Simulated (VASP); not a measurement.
The system is P.

```xyz
2
Lattice="2.5123 0.0000 0.0000 -1.2562 2.1757 0.0000 0.0000 0.0000 4.0700" Properties=species:S:1:pos:R:3 pbc="T T T"
P     0.0000    1.4505    1.0175
P     1.2562    0.7252    3.0525
```

* Program: VASP 6.6.1
* Task: relaxation of cell and atoms
* Functional: PBE
* Potentials or basis: VASP PAW PBE potentials, release 64 (P)
* Cutoff: 600 eV
* k mesh: 15 × 15 × 8
* Occupations: fermi-dirac, width 0.05 eV
* Spin: no spin polarisation

At the start: pressure 39.8 GPa; volume 11.12 Å³/atom.

**Question.** Where does the relaxation end?

**Answer.** Over 10 steps the energy falls by 349.1 meV/atom and the volume is 14.51 Å³/atom (+30.5 %); space group P6_3/mmc (No. 194, to 0.05 Å).

The path:
| step | energy change (eV) | largest force (eV/Å) | pressure (GPa) | volume (Å³) |
| --- | --- | --- | --- | --- |
| 1 | 0.0000 | 0.0000 | 39.77 | 22.25 |
| 2 | -0.5920 | 0.0000 | -7.94 | 32.38 |
| 3 | -0.6814 | 0.0000 | 0.30 | 28.95 |
| 4 | -0.6815 | 0.0000 | -0.14 | 29.09 |
| 5 | -0.6939 | 0.0000 | -0.50 | 29.17 |
| 6 | -0.6978 | 0.0000 | -0.62 | 29.23 |
| 7 | -0.6979 | 0.0000 | -0.64 | 29.24 |
| 8 | -0.6979 | 0.0000 | -0.63 | 29.23 |
| 9 | -0.6983 | 0.0000 | 0.17 | 28.97 |
| 10 | -0.6983 | 0.0000 | 0.00 | 29.02 |

Final structure:
```xyz
2
Lattice="2.7033 0.0000 0.0000 -1.3516 2.3411 0.0000 0.0000 0.0000 4.5862" Properties=species:S:1:pos:R:3 pbc="T T T"
P     0.0000    1.5607    1.1465
P     1.3516    0.7804    3.4396
```

Caveat: the volume moved by over 15 % at a fixed basis, so the end points are rough.
